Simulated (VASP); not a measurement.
# FeO (Wuestite) (Fm-3m) in VASP: settings compared

The runs below take FeO (Wuestite) through single point, with PBE, PBEsol.

Everything below comes from runs of VASP 6.6.1. Logs are shortened: lines on timing, memory, paths and dates and some standing lists are left out, and cuts for length are marked.

**Experimental background.**

From “W\"ustite: Electric, thermodynamic and optical properties of FeO”, 2012, arxiv:1203.1201, for a bulk crystal of FeO: band gap 2.4 eV (optical).

How close the calculation comes is told below.

### Step 1. The cell of the first run

The structure is cubic, space group Fm-3m (No. 225). Conventional cell: a = 4.311 Å, b = 4.311 Å, c = 4.311 Å, α = 90.00°, β = 90.00°, γ = 90.00°. Fe (site symmetry m-3m) has 6 O at 2.16 Å within 2.9 Å. Within 2.9 Å of O (site symmetry m-3m) lie 6 Fe at 2.16 Å.

### Step 2. Single point, PBE, collinear spin, ferromagnetic start

File INCAR:

```
PREC = Accurate
ENCUT = 600
EDIFF = 1E-6
ISMEAR = 0
SIGMA = 0.023
LREAL = False
LASPH = True
NELM = 200
ALGO = Normal
ISIF = 2
LWAVE = False
LCHARG = True
ISPIN = 2
MAGMOM = 3 0
LORBIT = 11
LMAXMIX = 4
GGA = PE
LELF = True
LVHAR = True
NBANDS = 22
GGA_COMPAT = False
```

File KPOINTS:

```
Automatic mesh
0
Gamma
  11 11 11
```

File POSCAR:

```
FeO
1.0
    0.0000000000      2.1554000000      2.1554000000
    2.1554000000      0.0000000000      2.1554000000
    2.1554000000      2.1554000000      0.0000000000
Fe O
1 1
Direct
    0.0000000000      0.0000000000      0.0000000000
    0.5000000000      0.5000000000      0.5000000000
```

Potentials or basis: VASP PAW PBE potentials, release 64 (Fe_sv, O).

The run is started by

```bash
$ cat potpaw_PBE.64/Fe_sv/POTCAR potpaw_PBE.64/O/POTCAR > POTCAR
$ mpirun -np 1 vasp_std > vasp.out
```

OUTCAR:

```text
PREC = Accurate
   ENCUT = 600
   EDIFF = 1E-6
   ISMEAR = 0
   LREAL = False
   LASPH = True
   NELM = 200
   ISIF = 2
   ISPIN = 2
   LORBIT = 11
   GGA = PE

 ion  position               nearest neighbor table
   1  0.000  0.000  0.000-   2 2.16   2 2.16   2 2.16   2 2.16   2 2.16   2 2.16
   2  0.500  0.500  0.500-   1 2.16   1 2.16   1 2.16   1 2.16   1 2.16   1 2.16

  LATTYP: Found a face centered cubic cell.
 ALAT       =     4.3108000000

  Lattice vectors:

 A1 = (   0.0000000000,   2.1554000000,   2.1554000000)
 A2 = (   2.1554000000,   0.0000000000,   2.1554000000)
 A3 = (   2.1554000000,   2.1554000000,   0.0000000000)

Analysis of symmetry for initial positions (statically):
=====================================================================
 Subroutine PRICEL returns:
 Original cell was already a primitive cell.

 Routine SETGRP: Setting up the symmetry group for a
 face centered cubic supercell.

 Subroutine GETGRP returns: Found 48 space group operations
 (whereof 48 operations were pure point group operations)
 out of a pool of 48 trial point group operations.

The static configuration has the point symmetry O_h .

Analysis of symmetry for dynamics (positions and initial velocities):
=====================================================================
 Subroutine PRICEL returns:
 Original cell was already a primitive cell.

 Routine SETGRP: Setting up the symmetry group for a
 face centered cubic supercell.

 Subroutine GETGRP returns: Found 48 space group operations
 (whereof 48 operations were pure point group operations)
 out of a pool of 48 trial point group operations.

The dynamic configuration has the point symmetry O_h .

Analysis of structural, dynamic, and magnetic symmetry:
=====================================================================
 Subroutine PRICEL returns:
 Original cell was already a primitive cell.

 Routine SETGRP: Setting up the symmetry group for a
 face centered cubic supercell.

 Subroutine GETGRP returns: Found 48 space group operations
 (whereof 48 operations were pure point group operations)
 out of a pool of 48 trial point group operations.

The overall configuration has the point symmetry O_h .

 Subroutine INISYM returns: Found 48 space group operations
 (whereof 48 operations are pure point group operations),
 and found     1 'primitive' translations

----------------------------------------------------------------------------------------

[... 108 lines left out ...]
   EFERMI_NEDOS =   21; number of points for ismear=-14 and -15
   IALGO  =     38    algorithm
   IMIX   =      4    mixing-type and parameters
     AMIX     =   0.40;   BMIX     =  1.00
     AMIX_MAG =   1.60;   BMIX_MAG =  1.00
  volume/ion in A,a.u.               =      10.01        67.57
  Fermi-wavevector in a.u.,A,eV,Ry     =   1.689187  3.192101 38.822242  2.853354
  Thomas-Fermi vector in A             =   2.771359
   LORBIT       =     11    0 simple, 1 ext, 2 COOP (PROOUT), +10 PAW based schemes
   GGA     = PE    functional components
   LHFCALC =     F    Hartree Fock is set to
   AEXX    =    0.0000 exact exchange contribution
   IVDW    =     0    specifies the selected vdW correction
   LEPSILON=     F    determine dielectric tensor
   LRPA    =     F    only Hartree local field effects (RPA)
 spin polarized calculation
 Gauss-broadening in eV      SIGMA  =   0.02
  energy-cutoff  :      600.00
  volume of cell :       20.03
 maximum number of plane-waves:       678
   NGX = 13   NGY = 13   NGZ = 13

 number of electron      22.0000013 magnetization       4.0005614

 Free energy of the ion-electron system (eV)
  ---------------------------------------------------
  ext. energy  EPLUGINS =         0.00000000
  ---------------------------------------------------
  free energy    TOTEN  =       -15.03311698 eV

  energy without entropy =      -15.03254511  energy(sigma->0) =      -15.03283105

 E-fermi :   9.8194     XC(G=0): -12.5281

 val. band max:        9.8150753384   @ k =  -0.3636   0.2727   0.0909
 cond. band min:       9.8264968819   @ k =   0.0000   0.0000   0.0000
 fundamental gap:      0.0114215435
 Fermi energy:         9.8194254844

 spin component 1

 k-point     1 :       0.0000    0.0000    0.0000
  band No.  band energies     occupation
      1     -80.1053      1.00000
      2     -46.1274      1.00000
      3     -46.1274      1.00000
      4     -46.1274      1.00000
      5     -10.9722      1.00000
      6       5.9384      1.00000
[... 589 lines left out ...]
     21      36.0925      0.00000
     22      37.8317      0.00000

 [... further k-points ...]

 spin component 2

 k-point     1 :       0.0000    0.0000    0.0000
  band No.  band energies     occupation
      1     -75.9414      1.00000
      2     -42.0569      1.00000
      3     -42.0569      1.00000
      4     -42.0569      1.00000
      5     -10.4482      1.00000
      6       6.4872      1.00000
[... 589 lines left out ...]
     21      36.8653      0.00000
     22      38.6055      0.00000

 [... further k-points ...]
[... 5 lines left out ...]
  --------------------------------------------------------------------------------------
  -------------------------------------------------------------------------------------
  Total       -0.3289028     -0.3289028     -0.3289028      0.0000000      0.0000000      0.0000000
  in kB      -26.3126460    -26.3126460    -26.3126460      0.0000000      0.0000000      0.0000000
  external PRESSURE =     -26.3126460 kB  Pullay stress =       0.0000000 kB

 VOLUME and BASIS-vectors are now :
 -----------------------------------------------------------------------------
  energy-cutoff  :      600.00
  volume of cell :       20.03
      direct lattice vectors                 reciprocal lattice vectors
     0.000000000  2.155400000  2.155400000    -0.231975503  0.231975503  0.231975503
     2.155400000  0.000000000  2.155400000     0.231975503 -0.231975503  0.231975503
     2.155400000  2.155400000  0.000000000     0.231975503  0.231975503 -0.231975503

 POSITION                                       TOTAL-FORCE (eV/Angst)
 -----------------------------------------------------------------------------------
      0.00000      0.00000      0.00000         0.000000      0.000000      0.000000
      2.15540      2.15540      2.15540        -0.000000     -0.000000     -0.000000
 -----------------------------------------------------------------------------------
    total drift:                                0.000000     -0.000000     -0.000000

  FREE ENERGIE OF THE ION-ELECTRON SYSTEM (eV)
  ---------------------------------------------------
  free  energy   TOTEN  =       -15.0331169848 eV

  energy  without entropy=      -15.0325451053  energy(sigma->0) =      -15.03283105

 total charge

# of ion       s       p       d       tot
------------------------------------------
    1        2.103   5.997   5.513  13.612
    2        1.552   3.441   0.000   4.993
--------------------------------------------------
tot          3.655   9.437   5.513  18.605

 magnetization (x)

# of ion       s       p       d       tot
------------------------------------------
    1        0.015   0.010   3.451   3.477
    2        0.030   0.266   0.000   0.296
--------------------------------------------------
tot          0.045   0.276   3.451   3.773
```

OSZICAR:

```text
N       E                     dE             d eps       ncg     rms          rms(c)
DAV:   1     0.306914425630E+03    0.30691E+03   -0.12927E+04  5126   0.144E+03
DAV:   2    -0.176541698931E+00   -0.30709E+03   -0.28981E+03  5132   0.470E+02
DAV:   3    -0.173403120448E+02   -0.17164E+02   -0.16986E+02  5900   0.127E+02
DAV:   4    -0.176140414235E+02   -0.27373E+00   -0.27366E+00  5522   0.176E+01
DAV:   5    -0.176210119821E+02   -0.69706E-02   -0.69704E-02  5960   0.290E+00    0.168E+01
DAV:   6    -0.155621638879E+02    0.20588E+01   -0.15959E+01  7892   0.560E+01    0.253E+01
DAV:   7    -0.150593532487E+02    0.50281E+00   -0.24052E+00  6920   0.309E+01    0.110E+01
DAV:   8    -0.150479563121E+02    0.11397E-01   -0.12154E-01  5706   0.315E+00    0.588E+00
DAV:   9    -0.150329617722E+02    0.14995E-01   -0.32486E-02  7344   0.258E+00    0.919E-01
DAV:  10    -0.150328453651E+02    0.11641E-03   -0.67645E-03  6476   0.125E+00    0.149E-01
DAV:  11    -0.150330698100E+02   -0.22444E-03   -0.71909E-04  6356   0.225E-01    0.708E-02
DAV:  12    -0.150331041954E+02   -0.34385E-04   -0.51731E-05  6104   0.731E-02    0.368E-02
DAV:  13    -0.150331176281E+02   -0.13433E-04   -0.24571E-05  5600   0.456E-02    0.119E-02
DAV:  14    -0.150331169848E+02    0.64339E-06   -0.95455E-07  4790   0.105E-02
   1 F= -.15033117E+02 E0= -.15032831E+02  d E =-.571879E-03  mag=     4.0004
```

stdout:

```text
POSCAR found type information on POSCAR FeO
 POSCAR found :  2 types and       2 ions
 scaLAPACK will be used
 LDA part: xc-table for (Slater+PW92), standard interpolation
 POSCAR, INCAR and KPOINTS ok, starting setup
 FFT: planning ... GRIDC
 FFT: planning ... GRID_SOFT
 FFT: planning ... GRID
 WAVECAR not read
 entering main loop
```

It took 28 s on 1 thread of Intel Xeon Platinum 8488C (Sapphire Rapids), shared host; peak memory 0.17 GiB.

Results:

* Free energy: -15.0331 eV
* Pressure: -2.6 GPa
* Band gap on the k mesh: zero (filled and empty bands overlap)
* Net moment: 4.00 μB per cell
* Site moments: Fe +3.48; O +0.30 μB
* Valence electrons inside the program's atomic spheres: Fe 13.61; O 4.99

Caveat: a cell with one magnetic atom can't hold antiferromagnetic order, which such compounds often take; semilocal functionals often make such compounds metallic where correlation or magnetic order opens a gap, which also shifts bond lengths.

### Step 3. Single point, PBEsol, collinear spin, ferromagnetic start (volume scaled by 0.98)

File INCAR:

```
SYSTEM = FeO
  PREC = Accurate
  ENCUT = 520
  EDIFF = 1E-7
  ISMEAR = -1
  SIGMA = 0.05
  LREAL = .FALSE.
  LASPH = .TRUE.
  NELM = 150
  ALGO = Normal
  ISIF = 2
  LWAVE = .FALSE.
  LCHARG = .TRUE.
  ISPIN = 2
  MAGMOM = 3 0
  LORBIT = 11
  LMAXMIX = 4
  GGA = PS
  LELF = .TRUE.
  LVHAR = .TRUE.
  NBANDS = 18
```

File KPOINTS:

```
regular mesh
0
G
  11 11 11
  0 0 0
```

File POSCAR:

```
FeO
1.0
    0.0000000000      2.1409337923      2.1409337923
    2.1409337923      0.0000000000      2.1409337923
    2.1409337923      2.1409337923      0.0000000000
Fe O
1 1
Direct
    0.0000000000      0.0000000000      0.0000000000
    0.5000000000      0.5000000000      0.5000000000
```

Potentials or basis: VASP PAW PBE potentials, release 64 (Fe, O).

The run is started by

```bash
$ cat potpaw_PBE.64/Fe/POTCAR potpaw_PBE.64/O/POTCAR > POTCAR
$ mpirun -np 1 vasp_std > vasp.out
```

It took 64 s on 1 thread of Intel Xeon 8259CL, shared host; peak memory 0.17 GiB.

The run converged. Its results:

| Quantity | Value |
| --- | --- |
| Free energy | -15.8598 eV |
| Pressure | -4.6 GPa |
| Band gap on the k mesh | zero (filled and empty bands overlap) |
| Net moment | 4.00 μB per cell |
| Site moments | Fe +3.61; O +0.31 μB |
| Valence electrons inside the program's atomic spheres | Fe 6.78; O 4.98 |

Levels at points of the mesh, in eV from the Fermi level:
Spin up:
| k point | band 7 | band 8 | band 9 | band 10 | band 11 | band 12 |
| --- | --- | --- | --- | --- | --- | --- |
| (0.00, 0.00, 0.00) | -3.90 | -3.66 | -3.66 | 0.11 | 15.30 | 17.04 |
Spin down:
| k point | band 2 | band 3 | band 4 | band 5 | band 6 | band 7 | band 8 | band 9 |
| --- | --- | --- | --- | --- | --- | --- | --- | --- |
| (0.00, 0.00, 0.00) | -3.30 | -3.30 | -3.30 | -0.77 | -0.77 | -0.77 | 0.11 | 0.11 |

Caveat: the PAW data sets were made with another functional, which shifts forces and pressure a little; a cell with one magnetic atom can't hold antiferromagnetic order, which such compounds often take; semilocal functionals often make such compounds metallic where correlation or magnetic order opens a gap, which also shifts bond lengths.

### Step 4. Comparison with measurements

Step 2. A measured gap of FeO is 2.4 eV (optical; quoted in “W\"ustite: Electric, thermodynamic and optical properties of FeO”, 2012, arxiv:1203.1201); the calculated 0.00 eV misses it by -2.40 eV. So large a miss can be the level of theory's own, or it may mean another phase, state or a wrong row. The value is that of PBE on a finite k mesh, which can miss the band edges, without temperature or zero-point motion. Semilocal functionals fall short of measured gaps as a rule. The run's magnetic order (collinear spin, ferromagnetic start) needn't be the measured crystal's.
